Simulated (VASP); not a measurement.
Here is a VASP 6.6.1 calculation.

Contents of INCAR:

```
SYSTEM = MoS2
  PREC = Accurate
  ENCUT = 600
  EDIFF = 1E-6
  ISMEAR = -1
  SIGMA = 0.05
  LREAL = .False.
  LASPH = .True.
  NELM = 100
  ALGO = Normal
  ISIF = 3
  LWAVE = .False.
  LCHARG = .False.
  GGA = B5
  ALDAX = 1.0
  AGGAX = 1.0
  AGGAC = 1.0
  ALDAC = 0.0
  IVDW = 13
  VDW_S6 = 1.0
  VDW_S8 = 2.34076671
  VDW_A1 = 0.44488865
  VDW_A2 = 4.0933009
  IBRION = 2
  NSW = 60
  EDIFFG = -0.01
```

KPOINTS

```
regular mesh
0
Gamma
  10 10 10
  0 0 0
```

The input POSCAR:

```
MoS2
1.0
    1.5800000000      0.9122134253      6.1500000000
   -1.5800000000      0.9122134253      6.1500000000
    0.0000000000     -1.8244268506      6.1500000000
Mo S
1 2
Direct
    0.0000000000      0.0000000000      0.0000000000
    0.4170000000      0.4170000000      0.4170000000
    0.2500000000      0.2500000000      0.2500000000
```

Potentials or basis: VASP PAW PBE potentials, release 64 (Mo_sv, S).

The run is started by

```sh
$ cat potpaw_PBE.64/Mo_sv/POTCAR potpaw_PBE.64/S/POTCAR > POTCAR
$ mpirun -np 1 vasp_std > vasp.out
```

**Question.** Predict the dispersion energy per atom.

**Answer.** -0.836 eV.

**Question.** Predict the relaxed cell.

**Answer.** a = 6.211 Å, b = 6.211 Å, c = 6.211 Å, α = 29.88°, β = 29.88°, γ = 29.88°.

**Question.** What does it give for the relaxed volume?

**Answer.** 17.55 Å³/atom.

**Question.** Estimate the band gap on the k mesh.

**Answer.** 0.75 eV (least direct gap 1.83 eV).

Forces in eV/Å, atoms in the order of the input:
```
Mo   0.000  0.000  0.000
S    0.000  0.000 -0.009
S    0.000  0.000  0.009
```

Caveat: semilocal functionals underestimate gaps, and a narrow one can read as zero; the PAW data sets were made with another functional, which shifts forces and pressure a little. A k mesh can miss the band edges.
